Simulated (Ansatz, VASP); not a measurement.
**Cr in VASP and in Ansatz**

```
Cr
1.0
     0.00000    1.78907    1.78907
     1.78907    0.00000    1.78907
     1.78907    1.78907    0.00000
Cr
1
Direct
  0.00000 0.00000 0.00000
```

Alike in both runs: functional PBEsol; k mesh 20 × 20 × 20; occupations gaussian, width 0.1 eV; no spin polarisation.

Ansatz relaxed the structure, and its values are those at the end. VASP's run is a single point on that final structure, the one shown.

|  | VASP | Ansatz |
| --- | --- | --- |
| version | VASP 6.6.1 | Ansatz 0.2.0 |
| potentials or method | VASP PAW PBE potentials, release 64 (Cr_pv), cutoff 520 eV | scalar-relativistic, plane waves, PAW |
| valence electrons in the cell | 12 | 14 |

```csv
,VASP,Ansatz,Ansatz less VASP
gap on the k mesh at the Fermi level (eV),none,none,-
pressure (GPa),-0.5,0.0,+0.51
```

VASP's potentials were made for PBE, not for PBEsol. A gap of «none» marks a metal or a gap that the smearing closes. VASP's potentials hold 12 valence electrons a cell and Ansatz's 14, so a difference there can come from the potentials and not from the codes.
